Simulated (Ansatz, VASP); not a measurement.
# KMgF3 in VASP and in Ansatz

```xyz
5
Lattice="3.9859 -0.0399 0.0000 -0.0399 3.9859 0.0000 0.0000 0.0000 3.9859" Properties=species:S:1:pos:R:3 pbc="T T T"
K     1.9730    1.9730    1.9929
Mg    0.0000    0.0000    0.0000
F     1.9929   -0.0199    0.0000
F    -0.0199    1.9929    0.0000
F     0.0000    0.0000    1.9929
```

Change from the starting cell: strain -0.0200 x Voigt [0, 0, 0, 0, 0, 1], atoms carried along.

Alike in both runs: task single point; functional LDA; k mesh 6 × 6 × 6; occupations gaussian, width 0.05 eV; no spin polarisation.

```csv
,VASP,Ansatz
version,VASP 6.6.1,Ansatz 0.2.0
potentials or method,"VASP PAW LDA potentials, release 64 (K_sv, Mg, F), cutoff 520 eV","scalar-relativistic, plane waves, PAW"
valence electrons in the cell,32,40
```

VASP gave:

```
gap on the k mesh at the Fermi level (eV)                     : 6.95
least direct gap on the mesh (eV)                             : 7.24
pressure (GPa)                                                : -5.2
traceless stress, the component that is largest in VASP (GPa) : 0.89
```

Q: Which values does Ansatz return?

A: gap on the k mesh at the Fermi level (eV): 6.98; least direct gap on the mesh (eV): 7.27; pressure (GPa): -4.5; traceless stress, the component that is largest in VASP (GPa): 0.89.

LDA's correlation is that of Perdew and Zunger in VASP and of Perdew and Wang (1992) in Ansatz. VASP's potentials hold 32 valence electrons a cell and Ansatz's 40, so a difference there can come from the potentials and not from the codes.
